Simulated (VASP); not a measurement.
Wanted: the native input for a VASP 6.6.1 run.

- Task: single point
- Functional: PBE
- Potentials or basis: VASP PAW PBE potentials, release 64 (Ga_d)
- Cutoff: 520 eV
- k mesh: 8 × 8 × 7
- Occupations: fermi-dirac, width 0.1 eV
- Spin: no spin polarisation
- Dipole correction: no
- Further INCAR settings: ALGO = Normal; EDIFF = 1e-06; NBANDS = 34

The structure of Ga lies in POSCAR:

```
Ga
1.0
    2.3107968683     -3.8729233244      0.0000000000
    2.3107968683      3.8729233244      0.0000000000
    0.0000000000      0.0000000000      4.5463111460
Ga
4
Direct
    0.8442122196      0.1557877804      0.0839449706
    0.6557877804      0.3442122196      0.5839449706
    0.1557877804      0.8442122196      0.9160550294
    0.3442122196      0.6557877804      0.4160550294
```

The input as run:

INCAR

```
SYSTEM = Ga
  ALGO = Normal
  EDIFF = 1E-6
  ENCUT = 520
  GGA = PE
  ISIF = 2
  ISMEAR = -1
  LASPH = .TRUE.
  LCHARG = .FALSE.
  LREAL = .FALSE.
  LWAVE = .FALSE.
  NBANDS = 34
  NELM = 60
  PREC = Accurate
  SIGMA = 0.1
```

KPOINTS

```
k-points
0
G
  8 8 7
  0 0 0
```

Potentials or basis: VASP PAW PBE potentials, release 64 (Ga_d).

The run is started by

```bash
$ cat potpaw_PBE.64/Ga_d/POTCAR > POTCAR
$ mpirun -np 1 vasp_std > vasp.out
```

It gave:

The pressure is 0.1 GPa. The largest force is 0.007 eV/Å. The band gap on the k mesh is zero (band 26 reaches 4.91 eV, above the bottom of band 27 at 4.03 eV).

It took 100 s on 1 thread of Intel(R) Xeon(R) Platinum 8488C (Sapphire Rapids), with other jobs on the host, peak memory 0.3 GiB.
